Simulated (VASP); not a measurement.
**Ti: single point with PBEsol**

The system is Ti.

```
Ti
1.0
    -1.67382    1.67382    1.64100
     1.67382   -1.67382    1.64100
     1.60818    1.60818   -1.64100
Ti
1
Direct
  0.00000 0.00000 0.00000
```

| Item | Value |
| --- | --- |
| Program | VASP 6.6.1 |
| Task | single point |
| Functional | PBEsol |
| Potentials or basis | VASP PAW PBE potentials, release 64 (Ti_sv) |
| Cutoff | 500 eV |
| k mesh | 10 × 10 × 10 |
| Occupations | fermi-dirac, width 0.05 eV |
| Spin | no spin polarisation |

```
Pressure               : -6.9 GPa
Band gap on the k mesh : zero (band 6 reaches 8.72 eV, above the bottom of band 7 at 7.16 eV)
```

Stress tensor (GPa, compression positive):
```
-6.94  1.51  0.00
 1.51 -6.94  0.00
 0.00  0.00 -6.78
```

Levels at points of the mesh, in eV from the Fermi level:
| k point | band 2 | band 3 | band 4 | band 5 | band 6 | band 7 | band 8 | band 9 | band 10 | band 11 |
| --- | --- | --- | --- | --- | --- | --- | --- | --- | --- | --- |
| (0.00, 0.00, 0.00) | -32.32 | -32.30 | -32.27 | -5.91 | 0.78 | 0.95 | 1.17 | 2.71 | 2.74 | 16.90 |
| (0.50, 0.00, 0.00) | -32.95 | -32.50 | -32.30 | -2.41 | -0.39 | 1.11 | 2.70 | 3.03 | 4.19 | 8.60 |
| (0.50, 0.50, 0.00) | -32.92 | -32.47 | -32.28 | -2.44 | -0.45 | 0.84 | 2.80 | 3.17 | 4.10 | 8.28 |
| (0.00, 0.00, 0.50) | -32.97 | -32.54 | -32.32 | -2.39 | -0.32 | 1.40 | 2.59 | 2.89 | 4.31 | 8.92 |
| (0.50, 0.50, 0.50) | -32.78 | -32.74 | -32.70 | -2.05 | -2.03 | 3.69 | 3.85 | 4.03 | 8.17 | 8.22 |

It took 21 s on 1 thread of Intel(R) Xeon(R) Platinum 8259CL CPU @ 2.50GHz (Skylake/Cascade Lake), on a shared host, peak memory 0.15 GiB.

Caveat: the PAW data sets were made with another functional, which shifts forces and pressure a little.
